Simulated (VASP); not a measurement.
A run of VASP 6.6.1 is set up as follows.

INCAR

```
ALGO = Normal ; EDIFF = 1E-7
ENCUT = 520 ; GGA = PS
ISIF = 2 ; ISMEAR = 1
LASPH = True ; LCHARG = False
LREAL = False ; LWAVE = False
NBANDS = 35 ; NELM = 60
PREC = Accurate ; SIGMA = 0.14
```

KPOINTS

```
k-points
0
Gamma
  12 12 2
```

Contents of POSCAR:

```
MoS2
1.0
    3.1102000000      0.0000000000      0.0000000000
   -1.5551000000      2.6935122108      0.0000000000
    0.0000000000      0.0000000000     12.4446000000
Mo S
2 4
Direct
    0.3333333333      0.6666666667      0.2500000000
    0.6666666667      0.3333333333      0.7500000000
    0.3333333333      0.6666666667      0.6259932117
    0.6666666667      0.3333333333      0.1259932117
    0.3333333333      0.6666666667      0.8740067883
    0.6666666667      0.3333333333      0.3740067883
```

Potentials or basis: VASP PAW PBE potentials, release 64 (Mo_sv, S).

Command:

```bash
$ cat potpaw_PBE.64/Mo_sv/POTCAR potpaw_PBE.64/S/POTCAR > POTCAR
$ mpirun -np 1 vasp_std > vasp.out
```

Question: Predict the largest force.

Answer: 0.534 eV/Å.

Question: What does it give for the band gap on the k mesh?

Answer: 0.97 eV, indirect (least direct gap 1.81 eV).

Question: Predict the pressure.

Answer: 4.9 GPa.

Stress tensor (GPa, compression positive):
```
4.78 0.00 0.00
0.00 4.78 0.00
0.00 0.00 5.27
```

Caveat: the PAW data sets were made with another functional, which shifts forces and pressure a little; this functional lacks dispersion, which binds the layers, so the pressure and a relaxed spacing across them are unreliable. A k mesh can miss the band edges.
